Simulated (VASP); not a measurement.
Here is a VASP 6.6.1 calculation.

Contents of INCAR:

```
PREC = Accurate
ENCUT = 520
EDIFF = 1E-7
ISMEAR = 0
SIGMA = 0.1
LREAL = False
LASPH = True
NELM = 60
ALGO = Normal
ISIF = 2
LWAVE = False
LCHARG = True
GGA = PE
LELF = True
LVHAR = True
NBANDS = 28
```

KPOINTS

```
Automatic mesh
0
Gamma
  4 4 4
```

Contents of POSCAR:

```
K3Ge
1.0
    5.4113706750      0.0000000000      0.0000000000
    0.0000000000      5.4113706750      0.0000000000
    0.0000000000      0.0000000000      5.3557493373
K Ge
3 1
Direct
    0.0000000000      0.5000000000      0.5000000000
    0.5000000000      0.0000000000      0.5000000000
    0.5000000000      0.5000000000      0.0000000000
    0.0000000000      0.0000000000      0.0000000000
```

Potentials or basis: VASP PAW PBE potentials, release 64 (K_sv, Ge_d).

Launch:

```bash
$ cat potpaw_PBE.64/K_sv/POTCAR potpaw_PBE.64/Ge_d/POTCAR > POTCAR
$ mpirun -np 1 vasp_std > vasp.out
```

Q: Predict the pressure.

A: 0.6 GPa.

Q: Predict the band gap on the k mesh.

A: Zero (an odd number of electrons rules out a gap without spin polarisation).

Stress tensor (GPa, compression positive):
```
0.66 0.00 0.00
0.00 0.66 0.00
0.00 0.00 0.57
```
